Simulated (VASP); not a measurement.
# Si16C15 (a cell with a defect) in VASP: single point with PBEsol

Aim: the single point of Si16C15 (a cell with a defect) with PBEsol.

All numbers are computed with VASP 6.6.1; they aren't measurements. Logs are shortened: lines on timing, memory, paths and dates and some standing lists are left out, and cuts for length are marked.

## 1. The cell of the first run

The cell holds a defect, 31 atoms: a = 7.546 Å, b = 7.546 Å, c = 7.546 Å, α = 109.47°, β = 109.47°, γ = 109.47°.

## 2. Single point, PBEsol, collinear spin

Contents of INCAR:

```
SYSTEM = Si16C15
  PREC = Accurate
  ENCUT = 520
  EDIFF = 1E-6
  ISMEAR = 0
  SIGMA = 0.02
  LREAL = Auto
  LASPH = .TRUE.
  NELM = 150
  ALGO = Normal
  ISIF = 2
  LWAVE = .FALSE.
  LCHARG = .FALSE.
  ISPIN = 2
  MAGMOM = 0.25 0 0.25 0 0.25 0 0 0 0 0 0 0 0.25 0 0 0 0 0 0 0 0 0 0 0 0 0 0 0 0 0 0
  LORBIT = 11
  GGA = PS
  NELECT = 123.0
  NBANDS = 87
```

Contents of KPOINTS:

```
Automatic mesh
0
Gamma
  2 2 2
  0.5 0.5 0.5
```

Contents of POSCAR:

```
Si16C15
1.0
   -4.3567947893      4.3567947893     -4.3567947893
    4.3567947893      4.3567947893      4.3567947893
    4.3567947893     -4.3567947893     -4.3567947893
Si C
16 15
Direct
    0.2501357638      0.2645029008      0.7588180921
   -0.0045204128      0.5001655371      0.7498599686
    0.4958824100      0.2365035421      0.4861151502
    0.7466438521      0.7482113628      0.7471589478
    0.2501467164      0.5089657873      0.5141235227
    0.5007568907      0.0030447356      0.7491961668
   -0.0004849208      0.7524209145      0.4985758765
    0.7536308736      0.2517061005      0.2506490387
    0.5007973639      0.4995480198      0.2527391288
    0.7536684316      0.0009841901      0.5013985865
   -0.0005228473      0.2488873213      0.0020727987
    0.2501349208      0.7455738082      0.2501084242
    0.0043928900     -0.0091819821      0.2404095725
    0.7466182948      0.4974587425     -0.0021213097
    0.5048098186      0.7548218845      0.0045172272
    0.2501367554      0.0003906405     -0.0047483688
   -0.0024158285      0.5025839884      0.5024950202
    0.4999112924      0.2476559404      0.2448127116
    0.7501376109      0.7502339986      0.4999414712
    0.2501381089      0.4934736021      0.2566002367
    0.4998557790     -0.0048112017      0.4973446626
    0.0004236316      0.7454633097      0.2476317318
    0.7501410260      0.2502320312     -0.0000597681
    0.5027422095      0.5054167131      0.0049731904
    0.7633148522      0.0070284810      0.2567090160
   -0.0024671185      0.2528152777      0.7523716243
    0.2501434194      0.7502369974     -0.0000578795
    0.0003665760     -0.0021136676     -0.0049550326
    0.7369795856      0.4938720983      0.7435554933
    0.5026681953      0.7551137891      0.7550248417
    0.2501386175      0.0068919078      0.7431901301
```

Potentials or basis: VASP PAW PBE potentials, release 64 (Si, C).

Command:

```sh
> cat potpaw_PBE.64/Si/POTCAR potpaw_PBE.64/C/POTCAR > POTCAR
> mpirun -np 1 vasp_std > vasp.out
```

OUTCAR:

```text
SYSTEM = Si16C15
   PREC = Accurate
   ENCUT = 520
   EDIFF = 1E-6
   ISMEAR = 0
   LREAL = Auto
   LASPH = .TRUE.
   NELM = 150
   ISIF = 2
   ISPIN = 2
   LORBIT = 11
   GGA = PS
   NELECT = 123.0

 ion  position               nearest neighbor table
   1  0.250  0.265  0.759-  26 1.86  24 1.86  31 1.91   5 3.01   2 3.02  15 3.02  11 3.04   9 3.04
                            10 3.06  14 3.06  16 3.09
   2  0.995  0.500  0.750-  26 1.88  17 1.88  27 1.90  29 1.92   1 3.02   5 3.02  14 3.06   4 3.06
                            10 3.08   8 3.08   3 3.08  16 3.08  12 3.08  11 3.10   7 3.10  15 3.14
   3  0.496  0.237  0.486-  18 1.86  21 1.86  29 1.90  16 3.03  12 3.03  13 3.03   8 3.04  10 3.04
                             9 3.06   6 3.06   2 3.08
   4  0.747  0.748  0.747-  30 1.88  19 1.88  29 1.89  28 1.89  13 3.04   9 3.05   5 3.06   2 3.06
                            10 3.07  15 3.08  11 3.09   6 3.09   7 3.09  14 3.09  16 3.10
   5  0.250  0.509  0.514-  30 1.86  17 1.86  20 1.91   1 3.01  15 3.02   2 3.02   6 3.05   7 3.05
                             4 3.06   8 3.06  12 3.09
   6  0.501  0.003  0.749-  21 1.88  23 1.88  31 1.89  30 1.89   5 3.05  14 3.05  16 3.06   3 3.06
                            11 3.07  12 3.08  10 3.09   4 3.09   7 3.09   8 3.09  15 3.10
   7  1.000  0.752  0.499-  22 1.88  19 1.88  31 1.89  17 1.89   5 3.05  10 3.05  16 3.06  13 3.06
                             9 3.07  12 3.08  14 3.09   8 3.09   6 3.09   4 3.09   2 3.10
   8  0.754  0.252  0.251-  17 1.88  23 1.88  25 1.89  18 1.89   3 3.04  11 3.05   5 3.06  15 3.06
                            14 3.07   2 3.08   9 3.09   7 3.09   6 3.09  10 3.09  16 3.10
   9  0.501  0.500  0.253-  18 1.88  19 1.88  20 1.89  24 1.89   1 3.04   4 3.05  12 3.06   3 3.06
[... 16 lines left out ...]
  18  0.500  0.248  0.245-   3 1.86  16 1.88   9 1.88   8 1.89
  19  0.750  0.750  0.500-   4 1.88   9 1.88  10 1.88   7 1.88
  20  0.250  0.493  0.257-   9 1.89  11 1.89   5 1.91  12 1.92
  21  0.500  0.995  0.497-   3 1.86  12 1.88   6 1.88  10 1.89
  22  0.000  0.745  0.248-  13 1.86  12 1.88   7 1.88  14 1.89
  23  0.750  0.250  1.000-   8 1.88  11 1.88  14 1.88   6 1.88
  24  0.503  0.505  0.005-   1 1.86  15 1.88  14 1.88   9 1.89
  25  0.763  0.007  0.257-  10 1.89   8 1.89  13 1.90  15 1.92
  26  0.998  0.253  0.752-   1 1.86   2 1.88  10 1.88  11 1.89
  27  0.250  0.750  1.000-   2 1.90  15 1.90  16 1.90  12 1.90
  28  0.000  0.998  0.995-  13 1.86  16 1.88  11 1.88   4 1.89
  29  0.737  0.494  0.744-  14 1.89   4 1.89   3 1.90   2 1.92
  30  0.503  0.755  0.755-   5 1.86  15 1.88   4 1.88   6 1.89
  31  0.250  0.007  0.743-   6 1.89   7 1.89   1 1.91  16 1.92

  LATTYP: Found a body centered cubic cell.
 ALAT       =     8.7135895786

  Lattice vectors:

 A1 = (  -4.3567947893,   4.3567947893,  -4.3567947893)
 A2 = (   4.3567947893,   4.3567947893,   4.3567947893)
 A3 = (   4.3567947893,  -4.3567947893,  -4.3567947893)

Analysis of symmetry for initial positions (statically):
=====================================================================
 Subroutine PRICEL returns:
 Original cell was already a primitive cell.

 Routine SETGRP: Setting up the symmetry group for a
 body centered cubic supercell.

 Subroutine GETGRP returns: Found  1 space group operations
 (whereof  1 operations were pure point group operations)
 out of a pool of 48 trial point group operations.

The static configuration has the point symmetry C_1 .

Analysis of symmetry for dynamics (positions and initial velocities):
=====================================================================
 Subroutine PRICEL returns:
 Original cell was already a primitive cell.

 Routine SETGRP: Setting up the symmetry group for a
 body centered cubic supercell.

 Subroutine GETGRP returns: Found  1 space group operations
 (whereof  1 operations were pure point group operations)
 out of a pool of 48 trial point group operations.

The dynamic configuration has the point symmetry C_1 .

Analysis of structural, dynamic, and magnetic symmetry:
=====================================================================
 Subroutine PRICEL returns:
 Original cell was already a primitive cell.

 Routine SETGRP: Setting up the symmetry group for a
 body centered cubic supercell.

 Subroutine GETGRP returns: Found  1 space group operations
 (whereof  1 operations were pure point group operations)
 out of a pool of 48 trial point group operations.

The overall configuration has the point symmetry C_1 .

 Subroutine INISYM returns: Found  1 space group operations
 (whereof  1 operations are pure point group operations),
 and found     1 'primitive' translations

----------------------------------------------------------------------------------------

                                     Primitive cell

  volume of cell :     330.7968

  direct lattice vectors                    reciprocal lattice vectors
    -4.356794789  4.356794789 -4.356794789     0.000000000  0.114763266 -0.114763266
[... 103 lines left out ...]
  0.250000 -0.250000  0.250000      2.000000
  0.250000  0.250000 -0.250000      2.000000
   k-points           NKPTS =      4   k-points in BZ     NKDIM =      4   number of bands    NBANDS=     87
   number of dos      NEDOS =    301   number of ions     NIONS =     31
   total plane-waves  NPLWV = 175616
   dimension x,y,z NGX =    56 NGY =   56 NGZ =   56
   dimension x,y,z NGXF=   112 NGYF=  112 NGZF=  112
   ions per type =              16  15
   NGX,Y,Z   is equivalent  to a cutoff of  12.34, 12.34, 12.34 a.u.
   NGXF,Y,Z  is equivalent  to a cutoff of  24.67, 24.67, 24.67 a.u.
 SYSTEM =  Si16C15
   PREC   = accura    normal or accurate (medium, high low for compatibility)
   ISTART =      0    job   : 0-new  1-cont  2-samecut
   ICHARG =      2    charge: 1-file 2-atom 10-const
   ISPIN  =      2    spin polarized calculation?
   LNONCOLLINEAR =      F non collinear calculations
   LSORBIT =      F    spin-orbit coupling
   LASPH  =      T    aspherical Exc in radial PAW
   ENCUT  =  520.0 eV  38.22 Ry    6.18 a.u.  14.03 14.03 14.03*2*pi/ulx,y,z
   NELM   =    150;   NELMIN=  2; NELMDL= -5     # of ELM steps
   EDIFF  = 0.1E-05   stopping-criterion for ELM
   LREAL  =      T    real-space projection
   EDIFFG = 0.1E-04   stopping-criterion for IOM
   NSW    =      0    number of steps for IOM
[... 5 lines left out ...]
   TEBEG  =    0.0;   TEEND  =   0.0 temperature during run
   PSTRESS=    0.0 pullay stress
   NELECT =     123.0000    total number of electrons
   NUPDOWN=      -1.0000    fix difference up-down
   EMIN   =  10.00;   EMAX   =-10.00  energy-range for DOS
   EFERMI =   0.00;   METHOD = LEGACY
   ISMEAR =     0;   SIGMA  =   0.02  broadening in eV -4-tet -1-fermi 0-gaus
   EFERMI_NEDOS =   21; number of points for ismear=-14 and -15
   IALGO  =     38    algorithm
   IMIX   =      4    mixing-type and parameters
     AMIX     =   0.40;   BMIX     =  1.00
     AMIX_MAG =   1.60;   BMIX_MAG =  1.00
  volume/ion in A,a.u.               =      10.67        72.01
  Fermi-wavevector in a.u.,A,eV,Ry     =   1.177216  2.224615 18.855459  1.385837
  Thomas-Fermi vector in A             =   2.313566
   LORBIT       =     11    0 simple, 1 ext, 2 COOP (PROOUT), +10 PAW based schemes
   GGA     = PS    functional components
   LHFCALC =     F    Hartree Fock is set to
   AEXX    =    0.0000 exact exchange contribution
   IVDW    =     0    specifies the selected vdW correction
   LEPSILON=     F    determine dielectric tensor
   LRPA    =     F    only Hartree local field effects (RPA)
 spin polarized calculation
 Gauss-broadening in eV      SIGMA  =   0.02
  energy-cutoff  :      520.00
  volume of cell :      330.80
 maximum number of plane-waves:      8940
   NGX = 29   NGY = 29   NGZ = 29

 number of electron     122.9999999 magnetization       0.5000518

 Free energy of the ion-electron system (eV)
  ---------------------------------------------------
  ext. energy  EPLUGINS =         0.00000000
  ---------------------------------------------------
  free energy    TOTEN  =      -249.98689700 eV

  energy without entropy =     -249.98689700  energy(sigma->0) =     -249.98689700

 E-fermi :   9.4972     XC(G=0): -11.3728

 val. band max:        9.4164499278   @ k =   0.2500   0.2500  -0.2500
 cond. band min:       9.5762383193   @ k =   0.2500   0.2500   0.2500
 fundamental gap:      0.1597883916
 Fermi energy:         9.4972083072

 spin component 1

 k-point     1 :       0.2500    0.2500    0.2500
  band No.  band energies     occupation
      1      -6.3418      1.00000
      2      -6.3384      1.00000
      3      -6.3322      1.00000
      4      -5.9785      1.00000
      5      -3.6433      1.00000
      6      -3.6349      1.00000
[... 293 lines left out ...]
     72      13.1453      0.00000
     73      13.2354      0.00000
 Fermi energy:         9.4972083072

 spin component 2

 k-point     1 :       0.2500    0.2500    0.2500
  band No.  band energies     occupation
      1      -6.3298      1.00000
      2      -6.3264      1.00000
      3      -6.3196      1.00000
      4      -5.9560      1.00000
      5      -3.6266      1.00000
      6      -3.6154      1.00000
[... 293 lines left out ...]
     72      13.1670      0.00000
     73      13.2737      0.00000
 [bands above 73 left out]

------------------------ aborting loop because EDIFF is reached ----------------------------------------

  FORCE on cell =-STRESS in cart. coord.  units (eV):
  Direction    XX          YY          ZZ          XY          YZ          ZX
  --------------------------------------------------------------------------------------
  -------------------------------------------------------------------------------------
  Total       -6.0915017    -15.6485331    -15.6495443     -0.0497226     -0.1202702     -0.0439826
  in kB      -29.5035072    -75.7919204    -75.7968178     -0.2408256     -0.5825155     -0.2130246
  external PRESSURE =     -60.3640818 kB  Pullay stress =       0.0000000 kB

 VOLUME and BASIS-vectors are now :
 -----------------------------------------------------------------------------
  energy-cutoff  :      520.00
  volume of cell :      330.80
      direct lattice vectors                 reciprocal lattice vectors
    -4.356794789  4.356794789 -4.356794789     0.000000000  0.114763266 -0.114763266
     4.356794789  4.356794789  4.356794789     0.114763266  0.114763266  0.000000000
     4.356794789 -4.356794789 -4.356794789     0.114763266  0.000000000 -0.114763266

 POSITION                                       TOTAL-FORCE (eV/Angst)
 -----------------------------------------------------------------------------------
      3.36861     -1.06384     -3.24342        -0.014682      0.002900      0.003026
      1.10900      3.24923     -5.42497         0.002943     -0.008251      0.006267
      0.98784      1.07295     -3.24796         0.019555     -0.023024      0.020186
      3.26205      3.25756     -3.24839         0.001002     -0.002361     -0.010695
      3.36755      1.06737     -1.11231        -0.010190     -0.006432     -0.001382
      1.09566     -1.06913     -5.43252        -0.006582     -0.010938     -0.004049
[... 23 lines left out ...]
      4.38934      2.19041     -2.18963         0.004917      0.011390     -0.005558
      2.17815     -2.11810     -4.29770        -0.008274     -0.008560     -0.007986
 -----------------------------------------------------------------------------------
    total drift:                               -0.003108      0.004945      0.001894

  FREE ENERGIE OF THE ION-ELECTRON SYSTEM (eV)
  ---------------------------------------------------
  free  energy   TOTEN  =      -249.9868970015 eV

  energy  without entropy=     -249.9868970010  energy(sigma->0) =     -249.98689700

 total charge

# of ion       s       p       d       tot
------------------------------------------
    1        0.728   0.898   0.000   1.627
    2        0.706   0.953   0.000   1.660
    3        0.729   0.900   0.000   1.629
    4        0.706   0.964   0.000   1.670
    5        0.728   0.898   0.000   1.627
    6        0.706   0.964   0.000   1.670
[... 23 lines left out ...]
   30        0.837   1.693   0.000   2.530
   31        0.832   1.664   0.000   2.496
--------------------------------------------------
tot         23.912  40.386   0.000  64.298

 magnetization (x)

# of ion       s       p       d       tot
------------------------------------------
    1        0.007   0.024   0.000   0.031
    2        0.000   0.000   0.000   0.001
    3        0.007   0.024   0.000   0.031
    4        0.001   0.002   0.000   0.002
    5        0.007   0.023   0.000   0.030
    6        0.001   0.002   0.000   0.002
[... 23 lines left out ...]
   30        0.001   0.007   0.000   0.009
   31       -0.000   0.001   0.000   0.000
--------------------------------------------------
tot          0.045   0.183   0.000   0.228
```

Run time: 6.1 min. Hardware: 1 thread of Oxide Virtual Turin-like, shared host; peak memory 0.57 GiB.

What came out:

* Free energy: -249.9869 eV
* Largest force: 0.037 eV/Å
* Net moment: 0.50 μB per cell
* Site moments: Si +0.03, +0.00 (each value once); C +0.01, +0.00, -0.00 (each value once) μB
* Valence electrons inside the program's atomic spheres: Si 1.63, 1.66, 1.67 (each value once); C 2.53, 2.50 (each value once)

Forces on the atoms (eV/Å):
```
Si  -0.015  0.003  0.003
Si   0.003 -0.008  0.006
Si   0.020 -0.023  0.020
Si   0.001 -0.002 -0.011
Si  -0.010 -0.006 -0.001
Si  -0.007 -0.011 -0.004
Si  -0.006 -0.004 -0.011
Si   0.001 -0.011 -0.003
Si  -0.002 -0.005  0.006
Si   0.006 -0.006  0.013
Si  -0.002  0.005 -0.006
Si   0.001  0.000  0.000
Si   0.012  0.020 -0.028
Si   0.005  0.013 -0.004
Si   0.005  0.006 -0.008
Si   0.000  0.000  0.000
C    0.002 -0.002  0.007
C   -0.001  0.015  0.012
C    0.001  0.006  0.002
C   -0.012  0.008  0.010
C   -0.008 -0.004 -0.020
C   -0.004 -0.018 -0.002
C    0.001  0.003  0.005
C   -0.002  0.008 -0.001
C    0.011 -0.017  0.015
C   -0.003  0.002  0.009
C    0.002  0.003  0.001
C   -0.001  0.010  0.015
C    0.006  0.011 -0.013
C    0.005  0.011 -0.006
C   -0.008 -0.009 -0.008
```

Caveat: the k points lie up to 0.51 Å⁻¹ apart; the cell carries a net charge on a neutralising background, which shifts energy and pressure; the cell is charged against a uniform background, so pressure and absolute levels hang on convention; the PAW data sets were made with another functional, which shifts forces and pressure a little.
